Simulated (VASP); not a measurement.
Ir:

```
Ir
1.0
     0.00000    1.92285    1.92285
     1.92285    0.00000    1.92285
     1.92285    1.92285    0.00000
Ir
1
Direct
  0.00000 0.00000 0.00000
```

Base run:

```yaml
Program: VASP 6.6.1
Functional: r2SCAN
Potentials_or_basis: VASP PAW PBE potentials, release 64 (Ir)
Cutoff: 520 eV
k_mesh: 14 × 14 × 14
Occupations: fermi-dirac, width 1 eV
Spin: no spin polarisation
```

Its results: pressure 25.7 GPa.

**Question.** The run is repeated on the same cell with these changes: occupations from fermi-dirac, width 1 eV to gaussian, width 0.01 eV. What comes out?

**Answer.** Pressure 2.2 GPa.

Caveats: the PAW data sets were made with another functional, which shifts forces and pressure a little.
